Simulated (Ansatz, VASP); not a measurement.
As3O2: VASP beside Ansatz

```
As O
1.0
     0.00000    2.87693    5.18391
     5.49145    0.00000    5.18391
     5.49145    2.87693    0.00000
As O
6 4
Cartesian
  5.4915 2.8769 8.5883
  5.4915 2.8769 1.7796
  3.9602 2.8769 3.7309
  3.9602 2.8769 6.6369
  7.0227 2.8769 6.6369
  7.0227 2.8769 3.7309
  2.7457 1.4385 2.5920
  8.2372 4.3154 7.7759
  5.4915 4.1264 5.1839
  5.4915 1.6275 5.1839
```

Change from the starting cell: species swapped into the Rb2P3 type (Fmmm, No. 69).

Alike in both runs: functional PBE; k mesh 4 × 4 × 4; occupations gaussian, width 0.1 eV; no spin polarisation.

Ansatz relaxed the structure, and its values are those at the end. VASP's run is a single point on that final structure, the one shown.

```csv
,VASP,Ansatz
version,VASP 6.6.1,Ansatz 0.2.0
potentials or method,"VASP PAW PBE potentials, release 64 (As, O), cutoff 520 eV","scalar-relativistic, plane waves, PAW"
valence electrons in the cell,54,114
```

Ansatz gave:

```
gap on the k mesh at the Fermi level (eV) : none
pressure (GPa)                            : 0.1
rms of the force components (eV/Å)        : 0.013
```

Question: What did VASP give for the same quantities?

Answer: gap on the k mesh at the Fermi level (eV): none; pressure (GPa): 0.2; rms of the force components (eV/Å): 0.038.

A gap of «none» marks a metal or a gap that the smearing closes. VASP's potentials hold 54 valence electrons a cell and Ansatz's 114, so a difference there can come from the potentials and not from the codes.
